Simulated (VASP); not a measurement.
A run of VASP 6.6.1 is set up as follows.

File POSCAR:

```
Ru
1.0
    2.7028907931      0.0000000000      0.0000000000
   -1.3514453965      2.3407720905      0.0000000000
    0.0000000000      0.0000000000      4.2643690369
Ru
2
Direct
    0.3333333333      0.6666666667      0.2500000000
    0.6666666667      0.3333333333      0.7500000000
```

Contents of INCAR.step1:

```
SYSTEM = Ru
PREC     = Accurate       ! precision mode
ENCUT    = 520            ! plane-wave cutoff, eV
ISMEAR   = -1             ! smearing method
SIGMA    = 0.05           ! smearing width, eV
LREAL    = .False.        ! projectors in reciprocal space
LASPH    = .True.         ! aspherical terms in the spheres
NELM     = 80             ! most SCF steps
NBANDS   = 21             ! bands
GGA      = PE             ! functional
ALGO     = Normal         ! electronic algorithm
EDIFF    = 1E-4           ! SCF threshold, eV
LWAVE    = .True.         ! write WAVECAR
LCHARG   = .False.        ! write CHGCAR
```

The input INCAR.step2:

```
SYSTEM = Ru
PREC     = Accurate       ! precision mode
ENCUT    = 520            ! plane-wave cutoff, eV
EDIFF    = 1E-6           ! SCF threshold, eV
ISMEAR   = -1             ! smearing method
SIGMA    = 0.05           ! smearing width, eV
LREAL    = .False.        ! projectors in reciprocal space
LASPH    = .True.         ! aspherical terms in the spheres
NELM     = 80             ! most SCF steps
ALGO     = Normal         ! electronic algorithm
ISIF     = 2              ! what is computed and relaxed
LWAVE    = .False.        ! write WAVECAR
LCHARG   = .False.        ! write CHGCAR
METAGGA  = R2SCAN         ! meta-GGA
LMIXTAU  = .True.       
NBANDS   = 21             ! bands
ISTART   = 1
```

The input KPOINTS:

```
Automatic mesh
0
Gamma
  19 19 10
  0 0 0
```

Potentials or basis: VASP PAW PBE potentials, release 64 (Ru_pv).

Launch:

```console
$ cat potpaw_PBE.64/Ru_pv/POTCAR > POTCAR
$ cp INCAR.step1 INCAR
$ mpirun -np 1 vasp_std > vasp.out
$ cp INCAR.step2 INCAR
$ mpirun -np 1 vasp_std > vasp.out
```

**Question.** What does it give for the band gap on the k mesh?

**Answer.** Zero (band 14 reaches 14.35 eV, above the bottom of band 15 at 11.08 eV).

**Question.** Estimate the pressure.

**Answer.** 1.5 GPa.

Stress tensor (GPa, compression positive):
```
1.49 0.00 0.00
0.00 1.49 0.00
0.00 0.00 1.64
```

Caveat: the PAW data sets were made with another functional, which shifts forces and pressure a little.
